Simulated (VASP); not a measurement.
# NiGe15 (F-43m) in VASP: single point with PBEsol+U

Aim: the single point of NiGe15 with PBEsol+U.

All numbers are computed with VASP 6.6.1; they aren't measurements. Logs are shortened: lines on timing, memory, paths and dates and some standing lists are left out, and cuts for length are marked.

## (1) The cell of the first run

Symmetry: F-43m, No. 216, cubic system. The conventional cell has a = 11.315 Å, b = 11.315 Å, c = 11.315 Å, α = 90.00°, β = 90.00°, γ = 90.00°. Within 3.0 Å of Ni (site symmetry -43m) lie 4 Ge at 2.27 Å. Ge (site symmetry 2mm) has 4 Ge at 2.47 to 2.49 Å within 3.3 Å. Ge (site symmetry -43m) has 4 Ge at 2.49 Å within 3.3 Å. Ge (site symmetry 3m) has 1 Ni at 2.27 Å and 3 Ge at 2.49 Å within 3.0 Å. Ge (site symmetry 3m) has 4 Ge at 2.47 to 2.49 Å within 3.3 Å.

## (2) Single point, PBEsol+U

Contents of INCAR:

```
PREC = Accurate
ENCUT = 690
EDIFF = 1E-6
ISMEAR = 0
SIGMA = 0.05
LREAL = Auto
LASPH = True
NELM = 200
ALGO = Normal
ISIF = 2
LWAVE = False
LCHARG = False
LMAXMIX = 4
LDAU = True
LDAUTYPE = 2
LDAUL = 2 -1
LDAUU = 7 0
LDAUJ = 0 0
LDAUPRINT = 1
GGA = PS
NBANDS = 128
GGA_COMPAT = False
```

Contents of KPOINTS:

```
Automatic mesh
0
Gamma
  3 3 3
```

Contents of POSCAR:

```
NiGe15
1.0
    0.0000000000      5.6575400000      5.6575400000
    5.6575400000      0.0000000000      5.6575400000
    5.6575400000      5.6575400000      0.0000000000
Ni Ge
1 15
Direct
    1.0000000000      0.0000000000      0.0000000000
    0.0045283752      0.0045283752      0.4954716248
    0.0045283752      0.4954716248      0.0045283752
    0.0045283752      0.4954716248      0.4954716248
    0.4954716248      0.0045283752      0.0045283752
    0.4954716248      0.0045283752      0.4954716248
    0.4954716248      0.4954716248      0.0045283752
    0.5000000000      0.5000000000      0.5000000000
    0.1156763553      0.1156763553      0.1156763553
    0.1156763553      0.1156763553      0.6529709342
    0.1156763553      0.6529709342      0.1156763553
    0.1193427411      0.6268857530      0.6268857530
    0.6529709342      0.1156763553      0.1156763553
    0.6268857530      0.1193427411      0.6268857530
    0.6268857530      0.6268857530      0.1193427411
    0.6268857530      0.6268857530      0.6268857530
```

Potentials or basis: VASP PAW PBE potentials, release 64 (Ni_sv_GW, Ge_d).

The run is started by

```sh
cat potpaw_PBE.64/Ni_sv_GW/POTCAR potpaw_PBE.64/Ge_d/POTCAR > POTCAR
mpirun -np 1 vasp_std > vasp.out
```

OUTCAR:

```text
PREC = Accurate
   ENCUT = 690
   EDIFF = 1E-6
   ISMEAR = 0
   LREAL = Auto
   LASPH = True
   NELM = 200
   ISIF = 2
   GGA = PS

 ion  position               nearest neighbor table
   1  0.000  0.000  0.000-  10 2.27  11 2.27  13 2.27   9 2.27
   2  0.005  0.005  0.495-  12 2.47  14 2.47   9 2.49  10 2.49
   3  0.005  0.495  0.005-  12 2.47  15 2.47   9 2.49  11 2.49
   4  0.005  0.495  0.495-  16 2.47  12 2.47  10 2.49  11 2.49
   5  0.495  0.005  0.005-  14 2.47  15 2.47   9 2.49  13 2.49
   6  0.495  0.005  0.495-  16 2.47  14 2.47  10 2.49  13 2.49
[... 8 lines left out ...]
  15  0.627  0.627  0.119-   3 2.47   5 2.47   7 2.47   8 2.49
  16  0.627  0.627  0.627-   4 2.47   6 2.47   7 2.47   8 2.49

  LATTYP: Found a face centered cubic cell.
 ALAT       =    11.3150800000

  Lattice vectors:

 A1 = (   0.0000000000,   5.6575400000,   5.6575400000)
 A2 = (   5.6575400000,   0.0000000000,   5.6575400000)
 A3 = (   5.6575400000,   5.6575400000,   0.0000000000)

Analysis of symmetry for initial positions (statically):
=====================================================================
 Subroutine PRICEL returns:
 Original cell was already a primitive cell.

 Routine SETGRP: Setting up the symmetry group for a
 face centered cubic supercell.

 Subroutine GETGRP returns: Found 24 space group operations
 (whereof 24 operations were pure point group operations)
 out of a pool of 48 trial point group operations.

The static configuration has the point symmetry T_d .

Analysis of symmetry for dynamics (positions and initial velocities):
=====================================================================
 Subroutine PRICEL returns:
 Original cell was already a primitive cell.

 Routine SETGRP: Setting up the symmetry group for a
 face centered cubic supercell.

 Subroutine GETGRP returns: Found 24 space group operations
 (whereof 24 operations were pure point group operations)
[... 167 lines left out ...]
 -0.0000  0.7763 -0.0000 -0.0000  0.0000
  0.0000 -0.0000  0.8603 -0.0000  0.0000
 -0.0000 -0.0000 -0.0000  0.7763 -0.0000
  0.0000  0.0000  0.0000 -0.0000  0.8603

 occupancies and eigenvectors

  o =  0.7763  v =  0.0000 -0.9463  0.0000 -0.3232 -0.0000  0.0000  0.0000  0.0000  0.0000  0.0000      0.0000  0.0000  0.0000  0.0000  0.0000  0.0000  0.0000  0.0000  0.0000  0.0000
  o =  0.7763  v =  0.0000  0.0000  0.0000  0.0000  0.0000  0.0000 -0.9463  0.0000 -0.3232 -0.0000      0.0000  0.0000  0.0000  0.0000  0.0000  0.0000  0.0000  0.0000  0.0000  0.0000
  o =  0.7763  v =  0.0000  0.0000  0.0000  0.0000  0.0000  1.0000  0.0000  0.0000  0.0000  0.0000      0.0000  0.0000  0.0000  0.0000  0.0000  0.0000  0.0000  0.0000  0.0000  0.0000
  o =  0.7763  v =  1.0000  0.0000  0.0000  0.0000  0.0000  0.0000  0.0000  0.0000  0.0000  0.0000      0.0000  0.0000  0.0000  0.0000  0.0000  0.0000  0.0000  0.0000  0.0000  0.0000
  o =  0.7763  v =  0.0000 -0.3232  0.0000  0.9463  0.0000  0.0000  0.0000  0.0000  0.0000  0.0000      0.0000  0.0000  0.0000  0.0000  0.0000  0.0000  0.0000  0.0000  0.0000  0.0000
  o =  0.7763  v =  0.0000  0.0000  0.0000  0.0000  0.0000  0.0000 -0.3232  0.0000  0.9463  0.0000      0.0000  0.0000  0.0000  0.0000  0.0000  0.0000  0.0000  0.0000  0.0000  0.0000
  o =  0.8603  v =  0.0000  0.0000 -0.0000 -0.0000  1.0000  0.0000  0.0000  0.0000  0.0000  0.0000      0.0000  0.0000  0.0000  0.0000  0.0000  0.0000  0.0000  0.0000  0.0000  0.0000
  o =  0.8603  v =  0.0000  0.0000  0.0000  0.0000  0.0000  0.0000  0.0000 -0.0000 -0.0000  1.0000      0.0000  0.0000  0.0000  0.0000  0.0000  0.0000  0.0000  0.0000  0.0000  0.0000
  o =  0.8603  v =  0.0000  0.0000  1.0000  0.0000  0.0000  0.0000  0.0000  0.0000  0.0000  0.0000      0.0000  0.0000  0.0000  0.0000  0.0000  0.0000  0.0000  0.0000  0.0000  0.0000
  o =  0.8603  v =  0.0000  0.0000  0.0000  0.0000  0.0000  0.0000  0.0000  1.0000  0.0000  0.0000      0.0000  0.0000  0.0000  0.0000  0.0000  0.0000  0.0000  0.0000  0.0000  0.0000

 number of electron     227.9999996 magnetization

 Free energy of the ion-electron system (eV)
  ---------------------------------------------------
  ext. energy  EPLUGINS =         0.00000000
  ---------------------------------------------------
  free energy    TOTEN  =       -74.55529827 eV

  energy without entropy =      -74.53857504  energy(sigma->0) =      -74.54693665

 E-fermi :   3.8772     XC(G=0): -10.1252

 val. band max:        3.8771644186   @ k =   0.3333   0.0000   0.0000
 cond. band min:       4.0520472833   @ k =   0.0000   0.0000   0.0000
 fundamental gap:      0.1748828647
 Fermi energy:         3.8771675534

 k-point     1 :       0.0000    0.0000    0.0000
  band No.  band energies     occupation
      1     -96.5847      2.00000
      2     -57.1982      2.00000
      3     -57.1982      2.00000
      4     -57.1982      2.00000
      5     -20.2990      2.00000
      6     -20.2990      2.00000
[... 505 lines left out ...]
    125       7.8415      0.00000
    126       7.9848      0.00000
 [bands above 126 left out]

------------------------ aborting loop because EDIFF is reached ----------------------------------------

  FORCE on cell =-STRESS in cart. coord.  units (eV):
  Direction    XX          YY          ZZ          XY          YZ          ZX
  --------------------------------------------------------------------------------------
  -------------------------------------------------------------------------------------
  Total       -3.2304776     -3.2304776     -3.2304776     -0.0000000      0.0000000     -0.0000000
  in kB      -14.2910595    -14.2910595    -14.2910595     -0.0000000      0.0000000     -0.0000000
  external PRESSURE =     -14.2910595 kB  Pullay stress =       0.0000000 kB

 VOLUME and BASIS-vectors are now :
 -----------------------------------------------------------------------------
  energy-cutoff  :      690.00
  volume of cell :      362.17
      direct lattice vectors                 reciprocal lattice vectors
     0.000000000  5.657540000  5.657540000    -0.088377634  0.088377634  0.088377634
     5.657540000  0.000000000  5.657540000     0.088377634 -0.088377634  0.088377634
     5.657540000  5.657540000  0.000000000     0.088377634  0.088377634 -0.088377634

 POSITION                                       TOTAL-FORCE (eV/Angst)
 -----------------------------------------------------------------------------------
      0.00000      0.00000      0.00000         0.000000      0.000000      0.000000
      2.82877      2.82877      0.05124         0.000000      0.000000      0.018647
      2.82877      0.05124      2.82877         0.000000      0.018647      0.000000
      5.60630      2.82877      2.82877        -0.018647      0.000000      0.000000
      0.05124      2.82877      2.82877         0.018647      0.000000      0.000000
      2.82877      5.60630      2.82877         0.000000     -0.018647      0.000000
[... 8 lines left out ...]
      4.22182      4.22182      7.09326         0.000163      0.000163     -0.000163
      7.09326      7.09326      7.09326        -0.000163     -0.000163     -0.000163
 -----------------------------------------------------------------------------------
    total drift:                               -0.000001     -0.000001     -0.000003

  FREE ENERGIE OF THE ION-ELECTRON SYSTEM (eV)
  ---------------------------------------------------
  free  energy   TOTEN  =       -74.5552982685 eV

  energy  without entropy=      -74.5385750414  energy(sigma->0) =      -74.54693665
```

stdout:

```text
POSCAR found type information on POSCAR NiGe
 POSCAR found :  2 types and      16 ions
 scaLAPACK will be used
 -----------------------------------------------------------------------------
|                                                                             |
|                                                                             |
|     You enforced a specific xc type in the INCAR file but a different       |
|     I HOPE YOU KNOW WHAT YOU ARE DOING!                                     |
|                                                                             |
 -----------------------------------------------------------------------------

 LDA part: xc-table for (Slater+PW92), standard interpolation
 POSCAR, INCAR and KPOINTS ok, starting setup
 FFT: planning ... GRIDC
 FFT: planning ... GRID_SOFT
 FFT: planning ... GRID
 WAVECAR not read
 entering main loop
```

It took 23 min on 1 thread of Intel Xeon Platinum 8259CL at 2.50GHz (Skylake/Cascade Lake), shared host; peak memory 0.78 GiB.

What came out:

| Item | Value |
| --- | --- |
| Free energy | -74.5553 eV |
| Pressure | -1.4 GPa |
| Largest force | 0.053 eV/Å |
| Band gap on the k mesh | zero (bands 114 and 115 overlap by 0.97 eV) |

Forces on the atoms (eV/Å):
```
Ni   0.000  0.000  0.000
Ge   0.000  0.000  0.019
Ge   0.000  0.019  0.000
Ge  -0.019  0.000  0.000
Ge   0.019  0.000  0.000
Ge   0.000 -0.019  0.000
Ge   0.000  0.000 -0.019
Ge   0.000  0.000  0.000
Ge  -0.030 -0.030 -0.030
Ge   0.030  0.030 -0.030
Ge   0.030 -0.030  0.030
Ge   0.000  0.000  0.000
Ge  -0.030  0.030  0.030
Ge   0.000  0.000  0.000
Ge   0.000  0.000  0.000
Ge   0.000  0.000  0.000
```

Levels at points of the mesh, in eV from the Fermi level:
```
           k point  band 110  band 111  band 112  band 113  band 114  band 115  band 116  band 117
(0.00, 0.00, 0.00)     -0.33      0.17      0.17      0.17      0.83      1.02      1.02      1.02
```

Eigenvalues of the final occupation matrices:
| site | spin | trace | eigenvalues |
| --- | --- | --- | --- |
| site 1 d | 1 | 4.05 | 0.78 0.78 0.78 0.86 0.86 |
| site 1 d | 2 | 4.05 | 0.78 0.78 0.78 0.86 0.86 |

Caveat: the PAW data sets were made with another functional, which shifts forces and pressure a little; U without spin polarisation on a metal has little footing; the U is typed as a test and isn't derived for this compound. Spin polarisation is off, so any magnetic state and its effect on volume and gap are missing.

The gap in the log of VASP goes by the Fermi energy; the results here count the filled bands.